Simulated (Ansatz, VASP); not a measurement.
One calculation of Si5S, two programs

```
Si S
1.0
     4.87442    0.00000    0.00000
    -2.43721    4.22137    0.00000
     0.00000    0.00000    4.75546
Si S
5 1
Direct
  0.33333 0.66667 0.00000
  0.66667 0.33333 0.00000
  0.50000 0.00000 0.50000
  0.50000 0.50000 0.50000
  0.00000 0.50000 0.50000
  0.00000 0.00000 0.00000
```

Change from the starting cell: species swapped into the LaCo5 type (P6/mmm, No. 191).

Alike in both runs: functional PBE; k mesh 12 × 12 × 8; occupations gaussian, width 0.1 eV; no spin polarisation.

Ansatz relaxed the structure, and its values are those at the end. VASP's run is a single point on that final structure, the one shown.

|  | VASP | Ansatz |
| --- | --- | --- |
| version | VASP 6.6.1 | Ansatz 0.2.0 |
| potentials or method | VASP PAW PBE potentials, release 64 (Si, S), cutoff 520 eV | scalar-relativistic, plane waves, PAW |
| valence electrons in the cell | 26 | 26 |

|  | VASP | Ansatz | Ansatz less VASP |
| --- | --- | --- | --- |
| gap on the k mesh at the Fermi level (eV) | none | none | - |
| pressure (GPa) | 0.0 | 0.0 | +0.06 |

A gap of «none» marks a metal or a gap that the smearing closes.
